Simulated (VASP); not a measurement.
Set up this calculation in VASP 6.6.1, as the native input.

- Task: single point
- Functional: PBE
- Potentials or basis: VASP PAW PBE potentials, release 64 (Al, H)
- Cutoff: 520 eV
- k mesh: 6 × 6 × 1
- Occupations: gaussian, width 0.1 eV
- Spin: no spin polarisation
- Dipole correction: yes
- Further INCAR settings: ALGO = Normal; EDIFF = 1e-06; NBANDS = 30

The structure of Al12H lies in POSCAR:

```
Al12H
1.0
    5.7135165838      0.0000000000      0.0000000000
   -2.8567582919      4.9480505065      0.0000000000
    0.0000000000      0.0000000000     20.1013781936
Al H
12 1
Direct
    0.3333333334      0.1666666667      0.1989913309
    0.3333333334      0.6666666667      0.1989913309
    0.8333333334      0.1666666667      0.1989913309
    0.8333333333      0.6666666667      0.1989913309
    0.1666666667      0.3333333333      0.3134471578
    0.1666666667      0.8333333333      0.3134471578
    0.6666666667      0.3333333333      0.3134471578
    0.6666666667      0.8333333333      0.3134471578
    0.0000000000      0.0000000000      0.4278999236
    0.0000000000      0.5000000000      0.4278999236
    0.5000000000      0.0000000000      0.4278999236
    0.5000000000      0.5000000000      0.4278999236
    0.0833333334      0.1666666667      0.4995238835
```

The input as run:

INCAR

```
SYSTEM = Al12H
PREC = Accurate ; ENCUT = 520
EDIFF = 1E-6 ; ISMEAR = 0
SIGMA = 0.1 ; LREAL = .FALSE.
LASPH = .TRUE. ; NELM = 60
ALGO = Normal ; ISIF = 2
LWAVE = .FALSE. ; LCHARG = .FALSE.
LDIPOL = .TRUE. ; IDIPOL = 3
DIPOL = 0.5 0.5 0.328 ; GGA = PE
NBANDS = 30
```

KPOINTS

```
regular mesh
0
G
  6 6 1
  0 0 0
```

Potentials or basis: VASP PAW PBE potentials, release 64 (Al, H).

Command:

```bash
$ cat potpaw_PBE.64/Al/POTCAR potpaw_PBE.64/H/POTCAR > POTCAR
$ mpirun -np 1 vasp_std > vasp.out
```

It gave:

```json
{"Largest force": "0.416 eV/Å", "Band gap on the k mesh": "zero (an odd number of electrons rules out a gap without spin polarisation)"}
```

Run time: 4.1 min on 1 thread of AMD EPYC 9R45 96-Core Processor (Zen 5) (shared host), peak memory 0.61 GiB.
